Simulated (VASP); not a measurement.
Here is a VASP 6.6.1 calculation.

The input INCAR:

```
SYSTEM = Al
PREC = Accurate
ENCUT = 520
EDIFF = 1E-6
ISMEAR = 0
SIGMA = 0.15
LREAL = .FALSE.
LASPH = .TRUE.
NELM = 60
ALGO = Normal
ISIF = 2
LWAVE = .FALSE.
LCHARG = .FALSE.
GGA = PE
NBANDS = 8
```

KPOINTS

```
regular mesh
0
G
  20 20 20
  0 0 0
```

The input POSCAR:

```
Al
1.0
    0.0000000000      2.0239800000      1.9936203000
    2.0239800000      0.0000000000      1.9936203000
    2.0239800000      2.0239800000      0.0000000000
Al
1
Direct
    0.0000000000      0.0000000000      0.0000000000
```

Potentials or basis: VASP PAW PBE potentials, release 64 (Al).

Command:

```sh
$ cat potpaw_PBE.64/Al/POTCAR > POTCAR
$ mpirun -np 1 vasp_std > vasp.out
```

Task: Predict the pressure.

Result: 0.7 GPa.

Stress tensor (GPa, compression positive):
```
0.67 0.00 0.00
0.00 0.67 0.00
0.00 0.00 0.87
```

Caveat: the cell differs from its parent crystal (strain -0.0150 x Voigt [0, 0, 1, 0, 0, 0]).
